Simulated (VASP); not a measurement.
# Si4HC4 in VASP: a series of runs

Si4HC4 is run at these levels: PBE; tasks: single point.

Program: VASP 6.6.1. These are calculated values, not measurements. Logs are shortened: lines on timing, memory, paths and dates and some standing lists are left out, and cuts for length are marked.

## 1. The cell of the first run

The cell holds a slab with vacuum, 9 atoms: a = 3.097 Å, b = 4.379 Å, c = 20.133 Å, α = 90.00°, β = 90.00°, γ = 90.00°.

## 2. Single point, PBE, collinear spin

File INCAR:

```
SYSTEM = Si4HC4
ALGO = Normal
DIPOL = 0.5 0.5 0.330
EDIFF = 1E-6
ENCUT = 520
GGA = PE
GGA_COMPAT = .FALSE.
IDIPOL = 3
ISIF = 2
ISMEAR = 0
ISPIN = 2
LASPH = .TRUE.
LCHARG = .TRUE.
LDIPOL = .TRUE.
LELF = .TRUE.
LORBIT = 11
LREAL = .FALSE.
LVACPOTAV = .TRUE.
LVHAR = .TRUE.
LWAVE = .FALSE.
MAGMOM = 0 0 0 0 0 0 0 0 1
NBANDS = 30
NELM = 200
NELMDL = -8
PREC = Accurate
SIGMA = 0.05
```

File KPOINTS:

```
k-points
0
G
  9 6 1
  0 0 0
```

File POSCAR:

```
Si4HC4
1.0
    3.0967389835      0.0000000000      0.0000000000
    0.0000000000      4.3794502696      0.0000000000
    0.0000000000      0.0000000000     20.1332068295
Si C H
4 4 1
Direct
    0.5000000000      0.5000000000      0.1986767450
    0.0000000000      0.0000000000      0.2755829977
    0.5000000000      0.4971400051      0.3554907352
    0.0000000000      0.9498903695      0.4168952500
    0.0000000000      0.2500000000      0.1986767450
    0.5000000000      0.7500000000      0.2755829977
    0.0000000000      0.2559423864      0.3541649037
    0.5000000000      0.7547379437      0.4288043580
    0.5000000000      1.5880712770      0.4706091550
```

Potentials or basis: VASP PAW PBE potentials, release 64 (Si, C, H).

Started as:

```sh
cat potpaw_PBE.64/Si/POTCAR potpaw_PBE.64/C/POTCAR potpaw_PBE.64/H/POTCAR > POTCAR
mpirun -np 1 vasp_std > vasp.out
```

OUTCAR:

```text
SYSTEM = Si4HC4
   EDIFF = 1E-6
   ENCUT = 520
   GGA = PE
   ISIF = 2
   ISMEAR = 0
   ISPIN = 2
   LASPH = .TRUE.
   LORBIT = 11
   LREAL = .FALSE.
   NELM = 200
   NELMDL = -8
   PREC = Accurate

 ion  position               nearest neighbor table
   1  0.500  0.500  0.199-   5 1.90   5 1.90   6 1.90   2 3.10   2 3.10   2 3.10   2 3.10
   2  0.000  0.000  0.276-   6 1.90   6 1.90   5 1.90   7 1.94   4 2.85   1 3.10   1 3.10   1 3.10
                             1 3.10   3 3.12   3 3.12   3 3.14   3 3.14
   3  0.500  0.497  0.355-   8 1.86   7 1.87   7 1.87   6 1.95   4 2.80   4 2.80   4 3.11   4 3.11
                             2 3.12   2 3.12   2 3.14   2 3.14
   4  0.000  0.950  0.417-   8 1.78   8 1.78   7 1.84   3 2.80   3 2.80   2 2.85   3 3.11   3 3.11

   5  0.000  0.250  0.199-   1 1.90   1 1.90   2 1.90
   6  0.500  0.750  0.276-   2 1.90   2 1.90   1 1.90   3 1.95
   7  0.000  0.256  0.354-   4 1.84   3 1.87   3 1.87   2 1.94
   8  0.500  0.755  0.429-   9 1.11   4 1.78   4 1.78   3 1.86
   9  0.500  0.588  0.471-   8 1.11

  LATTYP: Found a simple orthorhombic cell.
 ALAT       =     3.0967389835
 B/A-ratio  =     1.4142135624
 C/A-ratio  =     6.5014219593

  Lattice vectors:

 A1 = (   3.0967389835,   0.0000000000,   0.0000000000)
 A2 = (   0.0000000000,   4.3794502696,   0.0000000000)
 A3 = (   0.0000000000,   0.0000000000,  20.1332068295)

Analysis of symmetry for initial positions (statically):
=====================================================================
 Subroutine PRICEL returns:
 Original cell was already a primitive cell.

 Routine SETGRP: Setting up the symmetry group for a
 simple orthorhombic supercell.

 Subroutine GETGRP returns: Found  2 space group operations
 (whereof  2 operations were pure point group operations)
 out of a pool of  8 trial point group operations.

The static configuration has the point symmetry C_1h.

Analysis of symmetry for dynamics (positions and initial velocities):
=====================================================================
 Subroutine PRICEL returns:
 Original cell was already a primitive cell.

 Routine SETGRP: Setting up the symmetry group for a
 simple orthorhombic supercell.

 Subroutine GETGRP returns: Found  2 space group operations
 (whereof  2 operations were pure point group operations)
 out of a pool of  8 trial point group operations.

The dynamic configuration has the point symmetry C_1h.

Analysis of structural, dynamic, and magnetic symmetry:
=====================================================================
 Subroutine PRICEL returns:
 Original cell was already a primitive cell.

 Routine SETGRP: Setting up the symmetry group for a
 simple orthorhombic supercell.

 Subroutine GETGRP returns: Found  2 space group operations
 (whereof  2 operations were pure point group operations)
 out of a pool of  8 trial point group operations.

The overall configuration has the point symmetry C_1h.

 Subroutine INISYM returns: Found  2 space group operations
 (whereof  2 operations are pure point group operations),
 and found     1 'primitive' translations

----------------------------------------------------------------------------------------

                                     Primitive cell

  volume of cell :     273.0468

  direct lattice vectors                    reciprocal lattice vectors
     3.096738983  0.000000000  0.000000000     0.322920338  0.000000000  0.000000000
     0.000000000  4.379450270  0.000000000     0.000000000  0.228339161  0.000000000
     0.000000000  0.000000000 20.133206830     0.000000000  0.000000000  0.049669186

  length of vectors
     3.096738983  4.379450270 20.133206830     0.322920338  0.228339161  0.049669186

  position of ions in fractional coordinates (direct lattice)
     0.500000000  0.500000000  0.198676745
     0.000000000  0.000000000  0.275582998
     0.500000000  0.497140005  0.355490735
     0.000000000  0.949890369  0.416895250
     0.000000000  0.250000000  0.198676745
     0.500000000  0.750000000  0.275582998
     0.000000000  0.255942386  0.354164904
     0.500000000  0.754737944  0.428804358
     0.500000000  0.588071277  0.470609155
[... 71 lines left out ...]
   ISTART =      0    job   : 0-new  1-cont  2-samecut
   ICHARG =      2    charge: 1-file 2-atom 10-const
   ISPIN  =      2    spin polarized calculation?
   LNONCOLLINEAR =      F non collinear calculations
   LSORBIT =      F    spin-orbit coupling
   LASPH  =      T    aspherical Exc in radial PAW
   ENCUT  =  520.0 eV  38.22 Ry    6.18 a.u.   5.76  8.14 37.43*2*pi/ulx,y,z
   NELM   =    200;   NELMIN=  2; NELMDL= -8     # of ELM steps
   EDIFF  = 0.1E-05   stopping-criterion for ELM
   LREAL  =      F    real-space projection
   EDIFFG = 0.1E-04   stopping-criterion for IOM
   NSW    =      0    number of steps for IOM
   IBRION =     -1    ionic relax: 0-MD 1-quasi-New 2-CG
   NFREE  =      0    steps in history (QN), initial steepest desc. (CG)
[... 20 lines left out ...]
   LHFCALC =     F    Hartree Fock is set to
   AEXX    =    0.0000 exact exchange contribution
   IVDW    =     0    specifies the selected vdW correction
   LEPSILON=     F    determine dielectric tensor
   LRPA    =     F    only Hartree local field effects (RPA)
 spin polarized calculation
 Gauss-broadening in eV      SIGMA  =   0.05
  energy-cutoff  :      520.00
  volume of cell :      273.05
 maximum number of plane-waves:      7424
 NGX is ok and might be reduce to    24
   NGX = 11   NGY = 17   NGZ = 75

 dipolmoment           0.000000      0.000000      0.136392 electrons x Angstroem

 number of electron      32.9999997 magnetization       0.5555384

 dipolmoment           0.000000      0.000000     -0.170942 electrons x Angstroem

 Free energy of the ion-electron system (eV)
  ---------------------------------------------------
  ext. energy  EPLUGINS =         0.00000000
  ---------------------------------------------------
  free energy    TOTEN  =       -58.63880228 eV

  energy without entropy =      -58.63396938  energy(sigma->0) =      -58.63638583

 E-fermi :   0.3831     XC(G=0):  -4.4681

 val. band max:        0.3734689408   @ k =   0.4444   0.3333   0.0000
 cond. band min:       0.3874591817   @ k =   0.0000   0.0000   0.0000
 fundamental gap:      0.0139902409
 Fermi energy:         0.3831424191

 spin component 1

 k-point     1 :       0.0000    0.0000    0.0000
  band No.  band energies     occupation
      1     -16.6608      1.00000
      2     -14.5834      1.00000
      3     -12.7803      1.00000
      4     -10.9873      1.00000
      5      -9.0415      1.00000
      6      -8.0670      1.00000
[... 609 lines left out ...]
     27       6.7797      0.00000
     28       7.3797      0.00000
 Fermi energy:         0.3831424191

 spin component 2

 k-point     1 :       0.0000    0.0000    0.0000
  band No.  band energies     occupation
      1     -16.6131      1.00000
      2     -14.5484      1.00000
      3     -12.7520      1.00000
      4     -10.9710      1.00000
      5      -8.9823      1.00000
      6      -8.0174      1.00000
[... 609 lines left out ...]
     27       6.8759      0.00000
     28       7.5396      0.00000
 [bands above 28 left out]

------------------------ aborting loop because EDIFF is reached ----------------------------------------

  FORCE on cell =-STRESS in cart. coord.  units (eV):
  Direction    XX          YY          ZZ          XY          YZ          ZX
  --------------------------------------------------------------------------------------
  -------------------------------------------------------------------------------------
  Total        3.7276917     -0.8581462     -0.3380571      0.0000000      3.2639421      0.0000000
  in kB       21.8732549     -5.0354084     -1.9836431      0.0000000     19.1520767      0.0000000
  external PRESSURE =       4.9514011 kB  Pullay stress =       0.0000000 kB

 VOLUME and BASIS-vectors are now :
 -----------------------------------------------------------------------------
  energy-cutoff  :      520.00
  volume of cell :      273.05
      direct lattice vectors                 reciprocal lattice vectors
     3.096738983  0.000000000  0.000000000     0.322920338  0.000000000  0.000000000
     0.000000000  4.379450270  0.000000000     0.000000000  0.228339161  0.000000000
     0.000000000  0.000000000 20.133206830     0.000000000  0.000000000  0.049669186

 POSITION                                       TOTAL-FORCE (eV/Angst)
 -----------------------------------------------------------------------------------
      1.54837      2.18973      4.00000         0.000000     -2.691106      1.046148
      0.00000      0.00000      5.54837         0.000000      0.287037     -1.810590
      1.54837      2.17720      7.15717         0.000000     -0.041788     -2.461508
      0.00000      4.16000      8.39344         0.000000      2.041238      0.322789
      0.00000      1.09486      4.00000         0.000000      1.653059      0.166267
      1.54837      3.28459      5.54837         0.000000      0.526027      1.036072
      0.00000      1.12089      7.13048         0.000000     -0.691091      0.431832
      1.54837      3.30534      8.63321         0.000000     -1.499458      1.249006
      1.54837      2.57543      9.47487         0.000000      0.416082      0.019984
 -----------------------------------------------------------------------------------
    total drift:                                0.000000     -0.000069      0.000160

  FREE ENERGIE OF THE ION-ELECTRON SYSTEM (eV)
  ---------------------------------------------------
  free  energy   TOTEN  =       -58.6388022772 eV

  energy  without entropy=      -58.6339693812  energy(sigma->0) =      -58.63638583

 vacuum level on the upper side and lower side of the slab         3.069         5.349

 total charge

# of ion       s       p       d       tot
------------------------------------------
    1        0.747   0.857   0.000   1.604
    2        0.709   0.917   0.000   1.626
    3        0.709   0.959   0.000   1.668
    4        0.739   1.026   0.000   1.765
    5        0.862   1.521   0.000   2.383
    6        0.843   1.652   0.000   2.494
    7        0.848   1.687   0.000   2.535
    8        0.853   1.778   0.000   2.631
    9        0.600   0.046   0.000   0.646
--------------------------------------------------
tot          6.909  10.443   0.000  17.352

 magnetization (x)

# of ion       s       p       d       tot
------------------------------------------
    1        0.030   0.086   0.000   0.116
    2        0.005   0.003   0.000   0.008
    3        0.006   0.008   0.000   0.015
    4        0.010   0.060   0.000   0.070
    5       -0.001  -0.027   0.000  -0.028
    6        0.002   0.003   0.000   0.005
    7        0.002   0.006   0.000   0.008
    8        0.003   0.008   0.000   0.011
    9        0.002   0.000   0.000   0.002
--------------------------------------------------
tot          0.059   0.148   0.000   0.207
```

Wall time 5.6 min (1 thread of Intel Xeon 6975P-C (Granite Rapids), shared host); peak memory 0.6 GiB.

What came out:

```yaml
Free_energy: -58.6388 eV
Largest_force: 2.887 eV/Å
Net_moment: 0.56 μB per cell
Site_moments: Si +0.12, +0.01, +0.07 (each value once); C -0.03, +0.01 (each value once); H +0.00 μB
Valence_electrons_inside_the_program's_atomic_spheres: Si 1.60, 1.63, 1.67, 1.76; C 2.38, 2.49, 2.54, 2.63; H 0.65
```

Forces on the atoms (eV/Å):
```
Si   0.000 -2.691  1.046
Si   0.000  0.287 -1.811
Si   0.000 -0.042 -2.462
Si   0.000  2.041  0.323
C    0.000  1.653  0.166
C    0.000  0.526  1.036
C    0.000 -0.691  0.432
C    0.000 -1.499  1.249
H    0.000  0.416  0.020
```

Levels at points of the mesh, in eV from the Fermi level:
Spin up:
```csv
k point,band 15,band 16,band 17,band 18,band 19,band 20
"(0.00, 0.00, 0.00)",-1.20,-1.03,0.00,0.31,1.05,2.06
"(0.00, 0.50, 0.00)",-1.57,-0.93,-0.03,0.18,2.16,3.12
```
Spin down:
| k point | band 13 | band 14 | band 15 | band 16 | band 17 | band 18 | band 19 | band 20 |
| --- | --- | --- | --- | --- | --- | --- | --- | --- |
| (0.00, 0.00, 0.00) | -3.39 | -2.48 | -1.19 | -1.02 | 0.36 | 0.50 | 1.44 | 2.24 |
| (0.00, 0.50, 0.00) | -2.85 | -2.72 | -1.55 | -0.94 | 0.36 | 0.77 | 2.29 | 3.20 |

## 3. Single point, PBE, collinear spin

File INCAR:

```
SYSTEM = Si4HC4
PREC = Accurate
ENCUT = 520
EDIFF = 1E-6
ISMEAR = 0
SIGMA = 0.05
LREAL = .False.
LASPH = .True.
NELM = 200
ALGO = Normal
ISIF = 2
LWAVE = .False.
LCHARG = .False.
ISPIN = 2
MAGMOM = 0 0 0 0 0 0 0 0 1
LORBIT = 11
LDIPOL = .True.
IDIPOL = 3
DIPOL = 0.5 0.5 0.332
GGA = PE
NBANDS = 30
GGA_COMPAT = .False.
NELMDL = -8
```

File KPOINTS:

```
Automatic mesh
0
Gamma
  9 6 1
  0 0 0
```

POSCAR: that of step 2 with these lines changed.

```diff
@@ -16,2 +16,2 @@
     0.5000000000      0.7547379437      0.4288043580
-    0.5000000000      1.5880712770      0.4706091550
+    1.0000000000      1.0880712770      0.4866748029
```

Potentials or basis: VASP PAW PBE potentials, release 64 (Si, C, H).

Started as:

```sh
cat potpaw_PBE.64/Si/POTCAR potpaw_PBE.64/C/POTCAR potpaw_PBE.64/H/POTCAR > POTCAR
mpirun -np 1 vasp_std > vasp.out
```

It took 6.2 min on 1 thread of Intel Xeon 6975P-C (Granite Rapids), shared host; peak memory 0.6 GiB.

The run converged. Its results:

* Free energy: -57.3327 eV
* Largest force: 4.060 eV/Å
* Band gap on the k mesh: zero (filled and empty bands overlap)
* Net moment: 1.00 μB per cell
* Site moments: Si -0.07, +0.00, +0.01, -0.01; C +0.16, +0.04, +0.06, +0.29; H +0.06 μB
* Valence electrons inside the program's atomic spheres: Si 1.61, 1.64, 1.67, 1.78; C 2.38, 2.49, 2.54 (each value once); H 0.56

Forces in eV/Å, atoms in the order of the input:
```
Si   0.000 -2.490  1.357
Si   0.000  0.534 -0.733
Si   0.000 -0.981  0.452
Si   0.000  1.969  3.550
C    0.000  1.813 -0.143
C    0.000  0.628 -0.202
C    0.000 -0.492 -1.606
C    0.000 -1.506 -2.681
H    0.000  0.525  0.005
```

Levels at points of the mesh, in eV from the Fermi level:
Spin up:
```tsv
k point	band 15	band 16	band 17	band 18	band 19	band 20
(0.00, 0.00, 0.00)	-0.73	-0.70	-0.29	1.42	1.89	3.95
(0.00, 0.50, 0.00)	-0.95	-0.83	-0.58	0.83	3.88	4.51
```
Spin down:
```
           k point  band 13  band 14  band 15  band 16  band 17  band 18  band 19  band 20
(0.00, 0.00, 0.00)    -1.22    -1.10    -0.64    -0.09     0.10     1.55     1.97     3.93
(0.00, 0.50, 0.00)    -1.88    -1.35    -0.38    -0.29    -0.05     0.53     3.92     4.52
```

## 4. Single point, PBE, collinear spin

File INCAR:

```
SYSTEM = Si4HC4
PREC     = Accurate       ! precision mode
ENCUT    = 520            ! plane-wave cutoff, eV
EDIFF    = 1E-6           ! SCF threshold, eV
ISMEAR   = 0              ! smearing method
SIGMA    = 0.05           ! smearing width, eV
LREAL    = .False.        ! projectors in reciprocal space
LASPH    = .True.         ! aspherical terms in the spheres
NELM     = 200            ! most SCF steps
ALGO     = Normal         ! electronic algorithm
ISIF     = 2              ! what is computed and relaxed
LWAVE    = .False.        ! write WAVECAR
LCHARG   = .True.         ! write CHGCAR
ISPIN    = 2              ! spin polarisation
MAGMOM   = 0 0 0 0 0 0 0 0 1 ! initial moments
LORBIT   = 11             ! projections on sites
LDIPOL   = .True.       
IDIPOL   = 3            
DIPOL    = 0.5 0.5 0.330
GGA      = PE             ! functional
LELF     = .True.         ! ELF
LVHAR    = .True.       
LVACPOTAV= .True.       
NBANDS   = 30             ! bands
GGA_COMPAT= .False.      
NELMDL   = -8
```

File KPOINTS:

```
regular mesh
0
Gamma
  9 6 1
  0 0 0
```

POSCAR: that of step 3 with these lines changed.

```diff
@@ -16,2 +16,2 @@
     0.5000000000      0.7547379437      0.4288043580
-    1.0000000000      1.0880712770      0.4866748029
+    1.0000000000      1.2547379437      0.4669589188
```

Started as:

```sh
cat potpaw_PBE.64/Si/POTCAR potpaw_PBE.64/C/POTCAR potpaw_PBE.64/H/POTCAR > POTCAR
mpirun -np 1 vasp_std > vasp.out
```

Wall time 6.8 min (1 thread of AMD EPYC 9R45 (Zen 5), shared host); peak memory 0.57 GiB.

The run converged. Its results:

| Quantity | Value |
| --- | --- |
| Free energy | -57.2002 eV |
| Largest force | 4.493 eV/Å |
| Net moment | 0.78 μB per cell |
| Site moments | Si -0.04, +0.00, +0.01 (each value once); C +0.14, +0.02, +0.07, +0.15; H +0.05 μB |
| Valence electrons inside the program's atomic spheres | Si 1.61, 1.64, 1.67, 1.74; C 2.38, 2.49, 2.54 (each value once); H 0.50 |

Forces in eV/Å, atoms in the order of the input:
```
Si   0.000 -2.486  1.353
Si   0.000  0.593 -0.750
Si   0.000 -0.665  0.433
Si   0.000  2.736  3.564
C    0.000  1.825 -0.237
C    0.000  0.524 -0.306
C    0.000 -0.342 -2.468
C    0.000 -1.146 -1.591
H    0.000 -1.039  0.002
```

Levels at points of the mesh, in eV from the Fermi level:
Spin up:
```tsv
k point	band 14	band 15	band 16	band 17	band 18	band 19	band 20	band 21
(0.00, 0.00, 0.00)	-1.22	-0.71	-0.45	-0.24	1.42	1.98	3.95	4.49
(0.00, 0.50, 0.00)	-1.44	-1.08	-0.81	-0.53	0.74	4.07	4.49	5.29
```
Spin down:
| k point | band 12 | band 13 | band 14 | band 15 | band 16 | band 17 | band 18 | band 19 | band 20 | band 21 |
| --- | --- | --- | --- | --- | --- | --- | --- | --- | --- | --- |
| (0.00, 0.00, 0.00) | -2.31 | -1.50 | -1.11 | -0.63 | -0.18 | 0.11 | 1.65 | 2.00 | 3.96 | 4.49 |
| (0.00, 0.50, 0.00) | -1.90 | -1.83 | -1.33 | -0.77 | -0.39 | -0.12 | 0.60 | 4.12 | 4.51 | 5.37 |

## 5. Single point, PBE, collinear spin

File INCAR:

```
PREC = Accurate ; ENCUT = 520
EDIFF = 1E-6 ; ISMEAR = 0
SIGMA = 0.05 ; LREAL = False
LASPH = True ; NELM = 200
ALGO = Normal ; ISIF = 2
LWAVE = False ; LCHARG = False
ISPIN = 2 ; MAGMOM = 0 0 0 0 0 0 0 0 1
LORBIT = 11 ; LDIPOL = True
IDIPOL = 3 ; DIPOL = 0.5 0.5 0.320
GGA = PE ; NBANDS = 30
GGA_COMPAT = False ; NELMDL = -8
```

File KPOINTS:

```
regular mesh
0
Gamma
  9 6 1
```

POSCAR: that of step 4 with these lines changed.

```diff
@@ -16,2 +16,2 @@
     0.5000000000      0.7547379437      0.4288043580
-    1.0000000000      1.2547379437      0.4669589188
+    1.0000000000      1.5880712770      0.3752456758
```

Started as:

```sh
cat potpaw_PBE.64/Si/POTCAR potpaw_PBE.64/C/POTCAR potpaw_PBE.64/H/POTCAR > POTCAR
mpirun -np 1 vasp_std > vasp.out
```

It took 5.8 min on 1 thread of AMD EPYC 9R45 (Zen 5), shared host; peak memory 0.57 GiB.

The run converged. Its results:

```yaml
Free_energy: -55.2754 eV
Largest_force: 3.204 eV/Å
Net_moment: 0.09 μB per cell
Valence_electrons_inside_the_program's_atomic_spheres: Si 1.59, 1.62, 1.67, 1.73; C 2.39, 2.49, 2.54 (each value once); H 0.60
```

Forces on the atoms (eV/Å):
```
Si   0.000 -2.762  1.624
Si   0.000  0.109 -1.460
Si   0.000  0.418 -0.965
Si   0.000 -0.097  0.218
C    0.000  1.778 -0.271
C    0.000  0.606  0.086
C    0.000 -0.776 -0.150
C    0.000 -0.061  0.922
H    0.000  0.786 -0.005
```

Levels at points of the mesh, in eV from the Fermi level:
Spin up:
| k point | band 13 | band 14 | band 15 | band 16 | band 17 | band 18 | band 19 | band 20 | band 21 | band 22 |
| --- | --- | --- | --- | --- | --- | --- | --- | --- | --- | --- |
| (0.00, 0.00, 0.00) | -2.52 | -2.23 | -1.42 | -1.00 | -0.58 | 0.67 | 2.20 | 2.93 | 3.98 | 4.40 |
| (0.00, 0.50, 0.00) | -2.52 | -1.59 | -1.59 | -0.85 | -0.09 | 0.40 | 1.50 | 3.44 | 4.77 | 4.81 |
Spin down:
| k point | band 14 | band 15 | band 16 | band 17 | band 18 | band 19 |
| --- | --- | --- | --- | --- | --- | --- |
| (0.00, 0.00, 0.00) | -2.22 | -1.40 | -1.00 | -0.55 | 0.70 | 2.22 |
| (0.00, 0.50, 0.00) | -1.59 | -1.57 | -0.85 | -0.04 | 0.44 | 1.53 |

## 6. The runs side by side

```tsv
cell	gap on the mesh (eV)	moment (μB)	largest force (eV/Å)
as given, atomic positions A	none	0.56	2.89
as given, atomic positions B	none	1.00	4.06
as given, atomic positions C	none	0.78	4.49
as given, atomic positions D	none	0.09	3.20
```

Alike in all rows: task single point; level PBE; potentials or basis VASP PAW PBE potentials, release 64 (Si, C, H); spin collinear; k mesh 9 × 6 × 1; cutoff (eV) 520; smearing gaussian 0.05 eV.

Absolute energies hang on the potentials; compare differences alone.
